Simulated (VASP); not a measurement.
A run of VASP 6.6.1:

File INCAR:

```
PREC = Accurate
ENCUT = 520
EDIFF = 1E-6
ISMEAR = -1
SIGMA = 0.05
LREAL = F
LASPH = T
NELM = 60
ALGO = Normal
ISIF = 2
LWAVE = F
LCHARG = T
GGA = PS
LELF = T
LVHAR = T
NBANDS = 29
```

The input KPOINTS:

```
Automatic mesh
0
Gamma
  8 8 8
```

File POSCAR:

```
TiSi2
1.0
    1.7290723629     -6.6212982966      0.0000000000
    1.7290723629      6.6212982966      0.0000000000
    0.0000000000      0.0000000000      3.4923948962
Ti Si
2 4
Direct
    0.1031180800      0.8968819200      0.2500000000
    0.8968819200      0.1031180800      0.7500000000
    0.7503148200      0.2496851800      0.2500000000
    0.2496851800      0.7503148200      0.7500000000
    0.4417485500      0.5582514500      0.2500000000
    0.5582514500      0.4417485500      0.7500000000
```

Potentials or basis: VASP PAW PBE potentials, release 64 (Ti_sv, Si).

Command:

```bash
$ cat potpaw_PBE.64/Ti_sv/POTCAR potpaw_PBE.64/Si/POTCAR > POTCAR
$ mpirun -np 1 vasp_std > vasp.out
```

Hardware: 1 thread of AMD EPYC 7R43 64-Core Processor (Zen 3), with other jobs on the host.

Problem. Estimate the wall time of this run.

Solution. It took 6 min on 1 thread of AMD EPYC 7R43 64-Core Processor (Zen 3), on a shared host, peak memory 0.35 GiB. Counts: scf iterations 13, k points 105.
